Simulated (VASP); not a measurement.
# Zr3Ag (P4/mmm) in VASP: a series of runs

Zr3Ag is run at these levels: LDA; tasks: electric field gradients.

All numbers are computed with VASP 6.6.1; they aren't measurements. Logs are shortened: lines on timing, memory, paths and dates and some standing lists are left out, and cuts for length are marked.

### 1 The cell of the first run

The structure is tetragonal, space group P4/mmm (No. 123). The conventional cell has a = 4.504 Å, b = 4.504 Å, c = 3.932 Å, α = 90.00°, β = 90.00°, γ = 90.00°. Zr (site symmetry 4/mmm) has 10 Zr at 2.99 to 3.93 Å and 4 Ag at 3.19 Å within 4.0 Å. Zr (site symmetry mmm) has 10 Zr at 2.99 to 3.93 Å and 4 Ag at 2.99 Å within 4.0 Å. Ag (site symmetry 4/mmm) has 12 Zr at 2.99 to 3.19 Å and 2 Ag at 3.93 Å within 4.0 Å.

### 2 Electric field gradients, LDA (19.94 Å³/atom)

INCAR reads:

```
SYSTEM = Zr3Ag
PREC = Accurate ; ENCUT = 520
EDIFF = 1E-8 ; ISMEAR = -1
SIGMA = 0.05 ; LREAL = .FALSE.
LASPH = .TRUE. ; NELM = 80
ALGO = Normal ; ISIF = 2
LWAVE = .FALSE. ; LCHARG = .FALSE.
LEFG = .TRUE. ; NBANDS = 32
```

KPOINTS reads:

```
Automatic mesh
0
G
  7 7 8
  0 0 0
```

POSCAR reads:

```
Zr3Ag
1.0
    4.5042897326      0.0000000000      0.0000000000
    0.0000000000      4.5042897326      0.0000000000
    0.0000000000      0.0000000000      3.9321285313
Zr Ag
3 1
Direct
    0.5000000000      0.5000000000      0.0000000000
    0.0000000000      0.5000000000      0.5000000000
    0.5000000000      0.0000000000      0.5000000000
    0.0000000000      0.0000000000      0.0000000000
```

Potentials or basis: VASP PAW LDA potentials, release 64 (Zr_sv, Ag).

Command:

```sh
$ cat potpaw_LDA.64/Zr_sv/POTCAR potpaw_LDA.64/Ag/POTCAR > POTCAR
$ mpirun -np 1 vasp_std > vasp.out
```

OUTCAR:

```text
SYSTEM = Zr3Ag
   PREC = Accurate
   ENCUT = 520
   EDIFF = 1E-8
   ISMEAR = -1
   LREAL = .FALSE.
   LASPH = .TRUE.
   NELM = 80
   ISIF = 2

 ion  position               nearest neighbor table
   1  0.500  0.500  0.000-   2 2.99   3 2.99   2 2.99   3 2.99   3 2.99   3 2.99   2 2.99   2 2.99
                             4 3.19   4 3.19   4 3.19   4 3.19
   2  0.000  0.500  0.500-   1 2.99   4 2.99   1 2.99   4 2.99   4 2.99   4 2.99   1 2.99   1 2.99
                             3 3.19   3 3.19   3 3.19   3 3.19
   3  0.500  0.000  0.500-   1 2.99   4 2.99   1 2.99   4 2.99   1 2.99   1 2.99   4 2.99   4 2.99
                             2 3.19   2 3.19   2 3.19   2 3.19
   4  0.000  0.000  0.000-   2 2.99   3 2.99   2 2.99   3 2.99   2 2.99   2 2.99   3 2.99   3 2.99
                             1 3.19   1 3.19   1 3.19   1 3.19

  LATTYP: Found a simple tetragonal cell.
 ALAT       =     4.5042897326
 C/A-ratio  =     0.8729741568

  Lattice vectors:

 A1 = (   4.5042897326,   0.0000000000,   0.0000000000)
 A2 = (   0.0000000000,   4.5042897326,   0.0000000000)
 A3 = (   0.0000000000,   0.0000000000,   3.9321285313)

Analysis of symmetry for initial positions (statically):
=====================================================================
 Subroutine PRICEL returns:
 Original cell was already a primitive cell.

 Routine SETGRP: Setting up the symmetry group for a
 simple tetragonal supercell.

 Subroutine GETGRP returns: Found 16 space group operations
 (whereof 16 operations were pure point group operations)
 out of a pool of 16 trial point group operations.

The static configuration has the point symmetry D_4h.

Analysis of symmetry for dynamics (positions and initial velocities):
=====================================================================
 Subroutine PRICEL returns:
 Original cell was already a primitive cell.

 Routine SETGRP: Setting up the symmetry group for a
 simple tetragonal supercell.

 Subroutine GETGRP returns: Found 16 space group operations
 (whereof 16 operations were pure point group operations)
 out of a pool of 16 trial point group operations.

The dynamic configuration has the point symmetry D_4h.

 Subroutine INISYM returns: Found 16 space group operations
 (whereof 16 operations are pure point group operations),
 and found     1 'primitive' translations

----------------------------------------------------------------------------------------

                                     Primitive cell

  volume of cell :      79.7775

  direct lattice vectors                    reciprocal lattice vectors
     4.504289733  0.000000000  0.000000000     0.222010585  0.000000000  0.000000000
     0.000000000  4.504289733  0.000000000     0.000000000  0.222010585  0.000000000
     0.000000000  0.000000000  3.932128531     0.000000000  0.000000000  0.254315186

  length of vectors
     4.504289733  4.504289733  3.932128531     0.222010585  0.222010585  0.254315186

  position of ions in fractional coordinates (direct lattice)
     0.500000000  0.500000000  0.000000000
     0.000000000  0.500000000  0.500000000
     0.500000000  0.000000000  0.500000000
     0.000000000  0.000000000  0.000000000

  ion indices of the primitive-cell ions
   primitive index   ion index
                 1           1
                 2           2
                 3           3
                 4           4

----------------------------------------------------------------------------------------

 KPOINTS: Automatic mesh

Automatic generation of k-mesh.
 Grid dimensions read from file:
 generate k-points for:    7    7    8

[... 46 lines left out ...]
   number of dos      NEDOS =    301   number of ions     NIONS =      4
   total plane-waves  NPLWV =  38880
   dimension x,y,z NGX =    36 NGY =   36 NGZ =   30
   dimension x,y,z NGXF=    72 NGYF=   72 NGZF=   60
   ions per type =               3   1
   NGX,Y,Z   is equivalent  to a cutoff of  13.29, 13.29, 12.68 a.u.
   NGXF,Y,Z  is equivalent  to a cutoff of  26.57, 26.57, 25.37 a.u.
 SYSTEM =  Zr3Ag
   PREC   = accura    normal or accurate (medium, high low for compatibility)
   ISTART =      0    job   : 0-new  1-cont  2-samecut
   ICHARG =      2    charge: 1-file 2-atom 10-const
   ISPIN  =      1    spin polarized calculation?
   LNONCOLLINEAR =      F non collinear calculations
   LSORBIT =      F    spin-orbit coupling
   LASPH  =      T    aspherical Exc in radial PAW
   ENCUT  =  520.0 eV  38.22 Ry    6.18 a.u.   8.37  8.37  7.31*2*pi/ulx,y,z
   NELM   =     80;   NELMIN=  2; NELMDL= -5     # of ELM steps
   EDIFF  = 0.1E-07   stopping-criterion for ELM
   LREAL  =      F    real-space projection
   EDIFFG = 0.1E-06   stopping-criterion for IOM
   NSW    =      0    number of steps for IOM
   IBRION =     -1    ionic relax: 0-MD 1-quasi-New 2-CG
   NFREE  =      0    steps in history (QN), initial steepest desc. (CG)
   ISIF   =      2    stress and relaxation
   ISYM   =      2    0-nonsym 1-usesym 2-fastsym
   POTIM  = 0.5000    time-step for ionic-motion
   TEBEG  =    0.0;   TEEND  =   0.0 temperature during run
   PSTRESS=    0.0 pullay stress
   NELECT =      47.0000    total number of electrons
   NUPDOWN=      -1.0000    fix difference up-down
   EMIN   =  10.00;   EMAX   =-10.00  energy-range for DOS
   EFERMI =   0.00;   METHOD = LEGACY
   ISMEAR =    -1;   SIGMA  =   0.05  broadening in eV -4-tet -1-fermi 0-gaus
   EFERMI_NEDOS =   21; number of points for ismear=-14 and -15
   IALGO  =     38    algorithm
   IMIX   =      4    mixing-type and parameters
     AMIX     =   0.40;   BMIX     =  1.00
     AMIX_MAG =   1.60;   BMIX_MAG =  1.00
  volume/ion in A,a.u.               =      19.94       134.59
  Fermi-wavevector in a.u.,A,eV,Ry     =   1.372400  2.593460 25.626320  1.883481
  Thomas-Fermi vector in A             =   2.498010
   LORBIT       =      0    0 simple, 1 ext, 2 COOP (PROOUT), +10 PAW based schemes
   GGA     = CA    functional components
   LHFCALC =     F    Hartree Fock is set to
   AEXX    =    0.0000 exact exchange contribution
   IVDW    =     0    specifies the selected vdW correction
   LEPSILON=     F    determine dielectric tensor
   LRPA    =     F    only Hartree local field effects (RPA)
 non-spin polarized calculation
  energy-cutoff  :      520.00
  volume of cell :       79.78
 maximum number of plane-waves:      2171
 NGX is ok and might be reduce to    36
   NGX = 17   NGY = 17   NGZ = 15

 number of electron      47.0000000 magnetization

 Free energy of the ion-electron system (eV)
  ---------------------------------------------------
  ext. energy  EPLUGINS =         0.00000000
  ---------------------------------------------------
  free energy    TOTEN  =       -31.70236236 eV

  energy without entropy =      -31.65994158  energy(sigma->0) =      -31.68115197

 E-fermi :   9.5081     XC(G=0): -11.9626

 val. band max:        9.5030822847   @ k =   0.2857   0.1429   0.2500
 cond. band min:       9.5128705581   @ k =   0.2857   0.2857   0.1250
 fundamental gap:      0.0097882733
 Fermi energy:         9.5081040339

 k-point     1 :       0.0000    0.0000    0.0000
  band No.  band energies     occupation
      1     -38.6991      2.00000
      2     -38.5296      2.00000
      3     -38.2771      2.00000
      4     -17.3379      2.00000
      5     -17.3379      2.00000
      6     -17.2035      2.00000
[... 829 lines left out ...]
     31      13.4997      0.00000
     32      13.9855      0.00000

 [... further k-points ...]

------------------------ aborting loop because EDIFF is reached ----------------------------------------

  FORCE on cell =-STRESS in cart. coord.  units (eV):
  Direction    XX          YY          ZZ          XY          YZ          ZX
  --------------------------------------------------------------------------------------
  -------------------------------------------------------------------------------------
  Total       -0.7216672     -0.7216672      0.5120534      0.0000000      0.0000000      0.0000000
  in kB      -14.4932978    -14.4932978     10.2836076      0.0000000      0.0000000      0.0000000
  external PRESSURE =      -6.2343293 kB  Pullay stress =       0.0000000 kB

 VOLUME and BASIS-vectors are now :
 -----------------------------------------------------------------------------
  energy-cutoff  :      520.00
  volume of cell :       79.78
      direct lattice vectors                 reciprocal lattice vectors
     4.504289733  0.000000000  0.000000000     0.222010585  0.000000000  0.000000000
     0.000000000  4.504289733  0.000000000     0.000000000  0.222010585  0.000000000
     0.000000000  0.000000000  3.932128531     0.000000000  0.000000000  0.254315186

 POSITION                                       TOTAL-FORCE (eV/Angst)
 -----------------------------------------------------------------------------------
      2.25214      2.25214      0.00000         0.000000      0.000000      0.000000
      0.00000      2.25214      1.96606         0.000000      0.000000      0.000000
      2.25214      0.00000      1.96606         0.000000      0.000000      0.000000
      0.00000      0.00000      0.00000         0.000000      0.000000      0.000000
 -----------------------------------------------------------------------------------
    total drift:                                0.000000      0.000000      0.000000

  FREE ENERGIE OF THE ION-ELECTRON SYSTEM (eV)
  ---------------------------------------------------
  free  energy   TOTEN  =       -31.7023623559 eV

  energy  without entropy=      -31.6599415825  energy(sigma->0) =      -31.68115197

 Electric field gradients (V/A^2)
---------------------------------------------------------------------
 ion       V_xx      V_yy      V_zz      V_xy      V_xz      V_yz
---------------------------------------------------------------------
   1       2.352     2.352    -4.704    -0.000    -0.000    -0.000
   2      52.182   -23.432   -28.750    -0.000    -0.000    -0.000
   3     -23.432    52.182   -28.750     0.000     0.000    -0.000
   4      -3.047    -3.047     6.095     0.000    -0.000     0.000
---------------------------------------------------------------------

 Electric field gradients after diagonalization (V/A^2)
 (convention: |V_zz| > |V_xx| > |V_yy|)
----------------------------------------------------------------------
 ion       V_xx      V_yy      V_zz     asymmetry (V_yy - V_xx)/ V_zz
----------------------------------------------------------------------
   1       2.352     2.352    -4.704       0.000
   2     -28.750   -23.432    52.182       0.102
   3     -28.750   -23.432    52.182       0.102
   4      -3.047    -3.047     6.095       0.000
----------------------------------------------------------------------

           NMR quadrupolar parameters

 Cq : quadrupolar parameter    Cq=e*Q*V_zz/h
 eta: asymmetry parameters     (V_yy - V_xx)/ V_zz
 Q  : nuclear electric quadrupole moment in mb (millibarn)
----------------------------------------------------------------------
 ion       Cq(MHz)       eta       Q (mb)
----------------------------------------------------------------------
   1      -0.011       0.000       1.000
   2       0.126       0.102       1.000
   3       0.126       0.102       1.000
   4       0.015       0.000       1.000
----------------------------------------------------------------------
```

Wall time 4 min (1 thread of Intel Xeon 8259CL, shared host); peak memory 0.24 GiB.

Results:

* Free energy: -31.7024 eV
* Pressure: -0.6 GPa
* Band gap on the k mesh: zero (an odd number of electrons rules out a gap without spin polarisation)
* Largest electric field gradient by atom: Zr -4.7, +52.2 (each value once); Ag +6.1 V/Å²

Levels at points of the mesh, in eV from the Fermi level:
```
           k point  band 21  band 22  band 23  band 24  band 25  band 26  band 27  band 28
(0.00, 0.00, 0.00)    -0.93    -0.93    -0.85    -0.17     2.32     2.32     3.41     3.41
(0.00, 0.00, 0.50)    -0.94    -0.94    -0.94     0.94     0.98     0.98     2.33     2.33
```

Electric field gradients, principal values (V/Å²):
| atom | least | middle | greatest (by size) |
| --- | --- | --- | --- |
| 1 Zr | 2.352 | 2.352 | -4.704 |
| 2 Zr | -23.432 | -28.750 | 52.182 |
| 3 Zr | -23.432 | -28.750 | 52.182 |
| 4 Ag | -3.047 | -3.047 | 6.095 |

Caveat: without QUAD_EFG the Cq values of the log hold for a quadrupole moment of 1 mb, not for the nuclei.

[end of part 1 of 3]
